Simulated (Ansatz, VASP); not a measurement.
One calculation of BN, two programs

```
CELL_PARAMETERS angstrom
-1.25306 -2.17036 0.00000
1.25306 -2.17036 0.00000
0.00000 0.00000 10.63465
ATOMIC_POSITIONS crystal
B 0.00000 0.00000 0.46488
B 0.33333 0.33333 0.77470
B 0.66667 0.66667 0.15505
N 0.00000 0.00000 0.77443
N 0.33333 0.33333 0.15478
N 0.66667 0.66667 0.46460
```

Alike in both runs: task single point; functional PBE; dispersion D3(BJ); k mesh 10 × 10 × 3; occupations gaussian, width 0.05 eV; no spin polarisation.

```csv
,VASP,Ansatz
version,VASP 6.6.1,Ansatz 0.2.0
potentials or method,"VASP PAW PBE potentials, release 64 (B, N), cutoff 520 eV","scalar-relativistic, plane waves, PAW"
valence electrons in the cell,24,24
```

|  | VASP | Ansatz | Ansatz less VASP |
| --- | --- | --- | --- |
| gap on the k mesh at the Fermi level (eV) | 4.33 | 4.33 | +0.006 |
| least direct gap on the mesh (eV) | 4.75 | 4.75 | -0.001 |
| pressure (GPa) | 0.0 | -0.1 | -0.06 |
| traceless stress, the component that is largest in VASP (GPa) | -0.73 | -0.54 | +0.194 |
| rms of the force components (eV/Å) | 0.018 | 0.018 | -0.0001 |

Atom by atom the forces differ by 0.000 eV/Å (rms over components).
